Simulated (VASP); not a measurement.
Runs of VASP 6.6.1 on Li2S. Symmetry: Fm-3m, No. 225, cubic system. The conventional cell has a = 5.691 Å, b = 5.691 Å, c = 5.691 Å, α = 90.00°, β = 90.00°, γ = 90.00°. S (site symmetry m-3m) has 8 Li at 2.46 Å within 3.3 Å. Li (site symmetry -43m) has 4 S at 2.46 Å and 6 Li at 2.85 Å within 3.3 Å. 

| level | potentials or basis | k mesh | cutoff (eV) | grid for exact exchange (PRECFOCK) | share of exact exchange | screening parameter | gap on the mesh (eV) | pressure (GPa) |
| --- | --- | --- | --- | --- | --- | --- | --- | --- |
| PBE | VASP PAW PBE potentials, release 64 (S, Li_sv) | 6 × 6 × 6 | 750 | - | - | - | (a) | 0.2 |
| LDA | VASP PAW LDA potentials, release 64 (S, Li_sv) | 4 × 4 × 4 | 750 | - | - | - | 3.16 | (b) |
| PBE | VASP PAW PBE potentials, release 64 (S, Li_sv) | 4 × 4 × 4 | 750 | - | - | - | (c) | 0.3 |
| HSE06 | VASP PAW PBE potentials, release 64 (S, Li_sv) | 4 × 4 × 4 | 650 | Normal | 0.25 | 0.2079 1/Å | 4.33 | -0.5 |
| r2SCAN | VASP PAW PBE potentials, release 64 (S, Li_sv) | 4 × 4 × 4 | 830 | - | - | - | 3.85 | -0.2 |

Alike in all rows: task single point; no spin polarisation; cell as given; smearing gaussian 0.01 eV.

Estimate the missing entries.

(a) 3.39; (b) -2.7; (c) 3.38.

Caveats: some runs use coarse meshes; the PAW data sets were made with another functional, which shifts forces and pressure a little (at least some runs).

A k mesh can miss the band edges.
